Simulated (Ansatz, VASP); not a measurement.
**One calculation of CsPbBr3, two programs**

File POSCAR:

```
CsPbBr3
1.0
    5.9429614964      0.0000000000      0.0000000000
    0.0000000000      5.9429614964      0.0000000000
    0.0000000000      0.0000000000      5.9429614964
Cs Pb Br
1 1 3
Direct
    0.0000000000      0.0000000000      0.0000000000
    0.5000000000      0.5000000000      0.5000000000
    0.5000000000      0.5000000000      0.0000000000
    0.5000000000      0.0000000000      0.5000000000
    0.0000000000      0.5000000000      0.5000000000
```

File INCAR.step1:

```
SYSTEM = CsPbBr3
  PREC = Accurate
  ENCUT = 520
  ISMEAR = 0
  SIGMA = 0.01
  LREAL = .False.
  LASPH = .True.
  NELM = 100
  NBANDS = 30
  GGA = PE
  ALGO = Normal
  EDIFF = 1E-4
  LWAVE = .True.
  LCHARG = .False.
```

Contents of INCAR.step2:

```
SYSTEM = CsPbBr3
  PREC = Accurate
  ENCUT = 520
  EDIFF = 1E-6
  ISMEAR = 0
  SIGMA = 0.01
  LREAL = .False.
  LASPH = .True.
  NELM = 100
  ALGO = Normal
  ISIF = 2
  LWAVE = .False.
  LCHARG = .False.
  METAGGA = R2SCAN
  LMIXTAU = .True.
  NBANDS = 30
  ISTART = 1
```

File KPOINTS:

```
Automatic mesh
0
Gamma
  4 4 4
  0 0 0
```

Input for Ansatz:

```yaml
crystal:
  lattice:
    - [5.9429614964, 0.0, 0.0]
    - [0.0, 5.9429614964, 0.0]
    - [0.0, 0.0, 5.9429614964]
  atoms:
    - { symbol: Cs, position: [0.0, 0.0, 0.0] }
    - { symbol: Pb, position: [0.5, 0.5, 0.5] }
    - { symbol: Br, position: [0.5, 0.5, 0.0] }
    - { symbol: Br, position: [0.5, 0.0, 0.5] }
    - { symbol: Br, position: [0.0, 0.5, 0.5] }
kpoints:
  mp_grid: { grid: [4, 4, 4] }
  band_path:
    path: [[0.0, 0.0, 0.0], [0.0, 0.5, 0.0], [0.5, 0.5, 0.0], [0.5, 0.5, 0.5]]
    npoints: 1
hamiltonian:
  xc: r2scan
scf:
  occupations: { method: fixed }
  n_extra_bands: 5
output:
  forces: true
  stress: true
  eigenvalues: true
  write_density: true
  write_potential: true
  elf: true
  volumetric_format: npy
```

Alike in both runs: task single point; functional r2SCAN; k mesh 4 × 4 × 4; no spin polarisation.

|  | VASP | Ansatz |
| --- | --- | --- |
| version | VASP 6.6.1 | Ansatz 0.2.0 |
| potentials or method | VASP PAW PBE potentials, release 64 (Cs_sv, Pb_d, Br) | plane waves, PAW |
| plane-wave cutoff (eV) | 520 | 500 |
| occupations | gaussian, width 0.01 eV | fixed |
| valence electrons in the cell | 44 | 44 |

|  | VASP | Ansatz | Ansatz less VASP |
| --- | --- | --- | --- |
| gap on the k mesh at the Fermi level (eV) | 2.06 | 2.04 | -0.012 |
| pressure (GPa) | 0.0 | 0.0 | 0.00 |

VASP's potentials were made for PBE, not for r2SCAN.

Spin-orbit coupling is off throughout.
